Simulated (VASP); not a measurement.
# Hg (P6/mmm) in VASP: notebook

Runs on Hg. Level: r2SCAN. Tasks: single point.

Program: VASP 6.6.1. These are calculated values, not measurements. Logs are shortened: lines on timing, memory, paths and dates and some standing lists are left out, and cuts for length are marked.

## 1. The cell of the first run

The structure is hexagonal, space group P6/mmm (No. 191). Conventional cell: a = 5.428 Å, b = 5.428 Å, c = 3.174 Å, α = 90.00°, β = 90.00°, γ = 120.00°. Within 4.2 Å of Hg (site symmetry 6/mmm) lie 14 Hg at 3.17 to 3.51 Å. Hg (site symmetry -6m2) has 11 Hg at 3.13 to 3.51 Å within 4.1 Å.

## 2. Single point, r2SCAN (27.00 Å³/atom)

POSCAR

```
Hg
1.0
    5.4278387356      0.0000000000      0.0000000000
   -2.7139193678      4.7006462327      0.0000000000
    0.0000000000      0.0000000000      3.1744201647
Hg
3
Direct
    1.0000000000      1.0000000000      0.0000000000
    0.3333333333      0.6666666667      0.5000000000
    0.6666666667      0.3333333333      0.5000000000
```

INCAR.step1

```
SYSTEM = Hg
  PREC = Accurate
  ENCUT = 520
  ISMEAR = -1
  SIGMA = 0.1
  LREAL = .False.
  LASPH = .True.
  NELM = 60
  NBANDS = 25
  GGA = PE
  ALGO = Normal
  EDIFF = 1E-4
  LWAVE = .True.
  LCHARG = .False.
```

INCAR.step2

```
SYSTEM = Hg
  PREC = Accurate
  ENCUT = 520
  EDIFF = 1E-6
  ISMEAR = -1
  SIGMA = 0.1
  LREAL = .False.
  LASPH = .True.
  NELM = 60
  ALGO = Normal
  ISIF = 2
  LWAVE = .False.
  LCHARG = .False.
  METAGGA = R2SCAN
  LMIXTAU = .True.
  NBANDS = 25
  ISTART = 1
```

KPOINTS

```
regular mesh
0
Gamma
  8 8 11
  0 0 0
```

Potentials or basis: VASP PAW PBE potentials, release 64 (Hg).

The run is started by

```console
$ cat potpaw_PBE.64/Hg/POTCAR > POTCAR
$ cp INCAR.step1 INCAR
$ mpirun -np 1 vasp_std > vasp.out
$ cp INCAR.step2 INCAR
$ mpirun -np 1 vasp_std > vasp.out
```

OUTCAR:

```text
SYSTEM = Hg
   PREC = Accurate
   ENCUT = 520
   EDIFF = 1E-6
   ISMEAR = -1
   LREAL = .False.
   LASPH = .True.
   NELM = 60
   ISIF = 2
   METAGGA = R2SCAN
   ISTART = 1

 ion  position               nearest neighbor table
   1  0.000  0.000  0.000-   2 3.51   3 3.51   2 3.51   3 3.51   3 3.51   3 3.51   2 3.51   2 3.51
                             3 3.51   3 3.51   2 3.51   2 3.51
   2  0.333  0.667  0.500-   3 3.13   3 3.13   3 3.13   1 3.51   1 3.51   1 3.51   1 3.51   1 3.51
                             1 3.51
   3  0.667  0.333  0.500-   2 3.13   2 3.13   2 3.13   1 3.51   1 3.51   1 3.51   1 3.51   1 3.51
                             1 3.51

  LATTYP: Found a hexagonal cell.
 ALAT       =     5.4278387356
 C/A-ratio  =     0.5848405451

  Lattice vectors:

 A1 = (   5.4278387356,   0.0000000000,   0.0000000000)
 A2 = (  -2.7139193678,   4.7006462327,   0.0000000000)
 A3 = (   0.0000000000,   0.0000000000,   3.1744201647)

Analysis of symmetry for initial positions (statically):
=====================================================================
 Subroutine PRICEL returns:
 Original cell was already a primitive cell.

 Routine SETGRP: Setting up the symmetry group for a
 hexagonal supercell.

 Subroutine GETGRP returns: Found 24 space group operations
 (whereof 24 operations were pure point group operations)
 out of a pool of 24 trial point group operations.

The static configuration has the point symmetry D_6h.

Analysis of symmetry for dynamics (positions and initial velocities):
=====================================================================
 Subroutine PRICEL returns:
 Original cell was already a primitive cell.

 Routine SETGRP: Setting up the symmetry group for a
 hexagonal supercell.

 Subroutine GETGRP returns: Found 24 space group operations
 (whereof 24 operations were pure point group operations)
 out of a pool of 24 trial point group operations.

The dynamic configuration has the point symmetry D_6h.

 Subroutine INISYM returns: Found 24 space group operations
 (whereof 24 operations are pure point group operations),
 and found     1 'primitive' translations

----------------------------------------------------------------------------------------

                                     Primitive cell

  volume of cell :      80.9933

  direct lattice vectors                    reciprocal lattice vectors
     5.427838736  0.000000000  0.000000000     0.184235393  0.106368353  0.000000000
    -2.713919368  4.700646233  0.000000000     0.000000000  0.212736707  0.000000000
     0.000000000  0.000000000  3.174420165     0.000000000  0.000000000  0.315018160

  length of vectors
     5.427838736  5.427838736  3.174420165     0.212736707  0.212736707  0.315018160

  position of ions in fractional coordinates (direct lattice)
     0.000000000  0.000000000  0.000000000
     0.333333333  0.666666667  0.500000000
     0.666666667  0.333333333  0.500000000

  ion indices of the primitive-cell ions
   primitive index   ion index
                 1           1
                 2           2
                 3           3

----------------------------------------------------------------------------------------

 KPOINTS: regular mesh

Automatic generation of k-mesh.
 Grid dimensions read from file:
 generate k-points for:    8    8   11

 Generating k-lattice:

  Cartesian coordinates                     Fractional coordinates (reciprocal lattice)
     0.023029424  0.013296044  0.000000000     0.125000000 -0.000000000  0.000000000
     0.000000000  0.026592088  0.000000000     0.000000000  0.125000000  0.000000000
     0.000000000  0.000000000  0.028638015     0.000000000  0.000000000  0.090909091

  Length of vectors
     0.026592088  0.026592088  0.028638015

  Shift w.r.t. Gamma in fractional coordinates (k-lattice)
     0.000000000  0.000000000  0.000000000

 Subroutine IBZKPT returns following result:
 ===========================================

 Found     60 irreducible k-points:

 Following reciprocal coordinates:
            Coordinates               Weight
  0.000000  0.000000  0.000000      1.000000
  0.125000  0.000000  0.000000      6.000000
  0.250000  0.000000  0.000000      6.000000
  0.375000  0.000000  0.000000      6.000000
  0.500000  0.000000  0.000000      3.000000
  0.125000  0.125000  0.000000      6.000000
[... 16 lines left out ...]
  0.250000  0.000000  0.181818     12.000000
  0.375000  0.000000  0.181818     12.000000
 [... further k-points ...]
   k-points           NKPTS =     60   k-points in BZ     NKDIM =     60   number of bands    NBANDS=     25
   number of dos      NEDOS =    301   number of ions     NIONS =      3
   total plane-waves  NPLWV =  38400
   dimension x,y,z NGX =    40 NGY =   40 NGZ =   24
   dimension x,y,z NGXF=    80 NGYF=   80 NGZF=   48
   ions per type =               3
   NGX,Y,Z   is equivalent  to a cutoff of  12.25, 12.25, 12.57 a.u.
   NGXF,Y,Z  is equivalent  to a cutoff of  24.50, 24.50, 25.14 a.u.
 SYSTEM =  Hg
   PREC   = accura    normal or accurate (medium, high low for compatibility)
   ISTART =      1    job   : 0-new  1-cont  2-samecut
   ICHARG =      0    charge: 1-file 2-atom 10-const
   ISPIN  =      1    spin polarized calculation?
   LNONCOLLINEAR =      F non collinear calculations
   LSORBIT =      F    spin-orbit coupling
   LASPH  =      T    aspherical Exc in radial PAW
   ENCUT  =  520.0 eV  38.22 Ry    6.18 a.u.  10.09 10.09  5.90*2*pi/ulx,y,z
   NELM   =     60;   NELMIN=  2; NELMDL=  0     # of ELM steps
   EDIFF  = 0.1E-05   stopping-criterion for ELM
   LREAL  =      F    real-space projection
   EDIFFG = 0.1E-04   stopping-criterion for IOM
   NSW    =      0    number of steps for IOM
   IBRION =     -1    ionic relax: 0-MD 1-quasi-New 2-CG
   NFREE  =      0    steps in history (QN), initial steepest desc. (CG)
   ISIF   =      2    stress and relaxation
   ISYM   =      2    0-nonsym 1-usesym 2-fastsym
   POTIM  = 0.5000    time-step for ionic-motion
   TEBEG  =    0.0;   TEEND  =   0.0 temperature during run
   PSTRESS=    0.0 pullay stress
   NELECT =      36.0000    total number of electrons
   NUPDOWN=      -1.0000    fix difference up-down
   EMIN   =  10.00;   EMAX   =-10.00  energy-range for DOS
   EFERMI =   0.00;   METHOD = LEGACY
   ISMEAR =    -1;   SIGMA  =   0.10  broadening in eV -4-tet -1-fermi 0-gaus
   EFERMI_NEDOS =   21; number of points for ismear=-14 and -15
   IALGO  =     38    algorithm
   IMIX   =      4    mixing-type and parameters
     AMIX     =   0.40;   BMIX     =  1.00
     AMIX_MAG =   1.60;   BMIX_MAG =  1.00
  volume/ion in A,a.u.               =      27.00       182.19
  Fermi-wavevector in a.u.,A,eV,Ry     =   1.249375  2.360976 21.237838  1.560937
  Thomas-Fermi vector in A             =   2.383418
   LORBIT       =      0    0 simple, 1 ext, 2 COOP (PROOUT), +10 PAW based schemes
   METAGGA = R2SCAN    functional components
   LHFCALC =     F    Hartree Fock is set to
   AEXX    =    0.0000 exact exchange contribution
   IVDW    =     0    specifies the selected vdW correction
   LEPSILON=     F    determine dielectric tensor
   LRPA    =     F    only Hartree local field effects (RPA)
 non-spin polarized calculation
  energy-cutoff  :      520.00
  volume of cell :       80.99
 maximum number of plane-waves:      2197
   NGX = 21   NGY = 21   NGZ = 11

 number of electron      36.0000004 magnetization

 Free energy of the ion-electron system (eV)
  ---------------------------------------------------
  ext. energy  EPLUGINS =         0.00000000
  ---------------------------------------------------
  free energy    TOTEN  =      -148.09851664 eV

  energy without entropy =     -148.08326355  energy(sigma->0) =     -148.09089009

 E-fermi :   1.7552     XC(G=0): -10.6611

 val. band max:        1.7135722448   @ k =   0.5000   0.0000   0.1818
 cond. band min:       1.8041126856   @ k =   0.2500   0.0000   0.4545
 fundamental gap:      0.0905404408
 Fermi energy:         1.7551969469

 k-point     1 :       0.0000    0.0000    0.0000
  band No.  band energies     occupation
      1      -6.5897      2.00000
      2      -6.1580      2.00000
      3      -5.7473      2.00000
      4      -5.5728      2.00000
      5      -5.3761      2.00000
      6      -5.3761      2.00000
[... 17 lines left out ...]
     24      15.2103      0.00000
     25      15.9551      0.00000

 k-point     2 :       0.1250    0.0000    0.0000
  band No.  band energies     occupation
      1      -6.4677      2.00000
      2      -6.1389      2.00000
      3      -5.7663      2.00000
      4      -5.6110      2.00000
      5      -5.4833      2.00000
      6      -5.4759      2.00000
[... 17 lines left out ...]
     24      14.6384      0.00000
     25      15.2183      0.00000

 k-point     3 :       0.2500    0.0000    0.0000
  band No.  band energies     occupation
      1      -6.1461      2.00000
      2      -6.0866      2.00000
      3      -5.8227      2.00000
      4      -5.7749      2.00000
      5      -5.5896      2.00000
      6      -5.5461      2.00000
[... 17 lines left out ...]
     24      12.3132      0.00000
     25      13.4919      0.00000

 k-point     4 :       0.3750    0.0000    0.0000
  band No.  band energies     occupation
      1      -6.0311      2.00000
      2      -5.9957      2.00000
      3      -5.8748      2.00000
      4      -5.7766      2.00000
      5      -5.6538      2.00000
      6      -5.4685      2.00000
[... 17 lines left out ...]
     24      11.6255      0.00000
     25      11.8747      0.00000

 k-point     5 :       0.5000    0.0000    0.0000
  band No.  band energies     occupation
      1      -6.0756      2.00000
      2      -5.9580      2.00000
      3      -5.9049      2.00000
      4      -5.7431      2.00000
      5      -5.6732      2.00000
      6      -5.3388      2.00000
[... 17 lines left out ...]
     24      10.7001      0.00000
     25      12.9255      0.00000

 k-point     6 :       0.1250    0.1250    0.0000
  band No.  band energies     occupation
      1      -6.2460      2.00000
      2      -6.1032      2.00000
      3      -5.7984      2.00000
      4      -5.7129      2.00000
      5      -5.6016      2.00000
      6      -5.5348      2.00000
[... 17 lines left out ...]
     24      12.6954      0.00000
     25      14.6849      0.00000
[... 393 lines left out ...]
 k-point    21 :       0.0000    0.0000    0.1818
  band No.  band energies     occupation
      1      -6.1406      2.00000
      2      -5.7016      2.00000
      3      -5.4639      2.00000
      4      -5.4639      2.00000
      5      -5.3564      2.00000
      6      -5.3564      2.00000
[... 17 lines left out ...]
     24      13.2464      0.00000
     25      13.2714      0.00000

 k-point    22 :       0.1250    0.0000    0.1818
  band No.  band energies     occupation
      1      -6.0599      2.00000
      2      -5.6718      2.00000
      3      -5.5630      2.00000
      4      -5.5397      2.00000
      5      -5.3915      2.00000
      6      -5.3621      2.00000
[... 17 lines left out ...]
     24      12.4073      0.00000
     25      12.7792      0.00000

 k-point    23 :       0.2500    0.0000    0.1818
  band No.  band energies     occupation
      1      -5.8963      2.00000
      2      -5.7084      2.00000
      3      -5.6221      2.00000
      4      -5.5846      2.00000
      5      -5.4021      2.00000
      6      -5.3599      2.00000
[... 17 lines left out ...]
     24      10.9746      0.00000
     25      12.0989      0.00000

 k-point    24 :       0.3750    0.0000    0.1818
  band No.  band energies     occupation
      1      -5.8760      2.00000
      2      -5.7206      2.00000
      3      -5.6687      2.00000
      4      -5.5391      2.00000
      5      -5.3410      2.00000
      6      -5.3366      2.00000
[... 17 lines left out ...]
     24      10.4201      0.00000
     25      11.0172      0.00000

 [... further k-points ...]

------------------------ aborting loop because EDIFF is reached ----------------------------------------

  FORCE on cell =-STRESS in cart. coord.  units (eV):
  Direction    XX          YY          ZZ          XY          YZ          ZX
  --------------------------------------------------------------------------------------
  -------------------------------------------------------------------------------------
  Total        0.0766685      0.0766685      0.1284442      0.0000000     -0.0000000      0.0000000
  in kB        1.5166263      1.5166263      2.5408337      0.0000000     -0.0000000      0.0000000
  external PRESSURE =       1.8580288 kB  Pullay stress =       0.0000000 kB

 VOLUME and BASIS-vectors are now :
 -----------------------------------------------------------------------------
  energy-cutoff  :      520.00
  volume of cell :       80.99
      direct lattice vectors                 reciprocal lattice vectors
     5.427838736  0.000000000  0.000000000     0.184235393  0.106368353  0.000000000
    -2.713919368  4.700646233  0.000000000     0.000000000  0.212736707  0.000000000
     0.000000000  0.000000000  3.174420165     0.000000000  0.000000000  0.315018160

 POSITION                                       TOTAL-FORCE (eV/Angst)
 -----------------------------------------------------------------------------------
      0.00000      0.00000      0.00000        -0.000000      0.000000     -0.000000
     -0.00000      3.13376      1.58721         0.000000     -0.000000      0.000000
      2.71392      1.56688      1.58721        -0.000000      0.000000     -0.000000
 -----------------------------------------------------------------------------------
    total drift:                                0.000000     -0.000000      0.000000

  FREE ENERGIE OF THE ION-ELECTRON SYSTEM (eV)
  ---------------------------------------------------
  free  energy   TOTEN  =      -148.0985166361 eV

  energy  without entropy=     -148.0832635516  energy(sigma->0) =     -148.09089009
```

Wall time 8.3 min (1 thread of Oxide Virtual Turin-like, shared host); peak memory 0.22 GiB.

What came out:

```
Free energy            : -148.0985 eV
Pressure               : 0.2 GPa
Band gap on the k mesh : zero (bands 18 and 19 overlap by 2.67 eV)
```

Caveat: the PAW data sets were made with another functional, which shifts forces and pressure a little; spin-orbit coupling is left out, which moves the levels of the heavy elements.

[end of part 1 of 2]

The gap in the log of VASP goes by the Fermi energy; the results here count the filled bands.